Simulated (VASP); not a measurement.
A run of VASP 6.6.1:

File POSCAR:

```
Ta
1.0
   -1.6522866616      1.6522866616      1.6522866616
    1.6522866616     -1.6522866616      1.6522866616
    1.6522866616      1.6522866616     -1.6522866616
Ta
1
Direct
    0.0000000000      0.0000000000      0.0000000000
```

Contents of INCAR.step1:

```
SYSTEM = Ta
ALGO = Normal
EDIFF = 1E-4
ENCUT = 520
GGA = PE
ISMEAR = 0
LASPH = .True.
LCHARG = .False.
LREAL = .False.
LWAVE = .True.
NBANDS = 12
NELM = 60
PREC = Accurate
SIGMA = 0.15
```

File INCAR.step2:

```
SYSTEM = Ta
ALGO = Normal
EDIFF = 1E-6
ENCUT = 520
ISIF = 2
ISMEAR = 0
ISTART = 1
LASPH = .True.
LCHARG = .True.
LELF = .True.
LMIXTAU = .True.
LREAL = .False.
LVHAR = .True.
LWAVE = .False.
METAGGA = R2SCAN
NBANDS = 12
NELM = 60
PREC = Accurate
SIGMA = 0.15
```

KPOINTS

```
k-points
0
Gamma
  28 28 28
  0 0 0
```

Potentials or basis: VASP PAW PBE potentials, release 64 (Ta_pv).

Launch:

```console
$ cat potpaw_PBE.64/Ta_pv/POTCAR > POTCAR
$ cp INCAR.step1 INCAR
$ mpirun -np 1 vasp_std > vasp.out
$ cp INCAR.step2 INCAR
$ mpirun -np 1 vasp_std > vasp.out
```

Hardware: 1 thread of Intel(R) Xeon(R) Platinum 8259CL CPU @ 2.50GHz (Skylake/Cascade Lake), on a shared host.

Question: How long does it take, and how much memory?

Answer: Run time: 5.5 min on 1 thread of Intel(R) Xeon(R) Platinum 8259CL CPU @ 2.50GHz (Skylake/Cascade Lake), on a shared host, peak memory 0.25 GiB. Counts: k points 624.
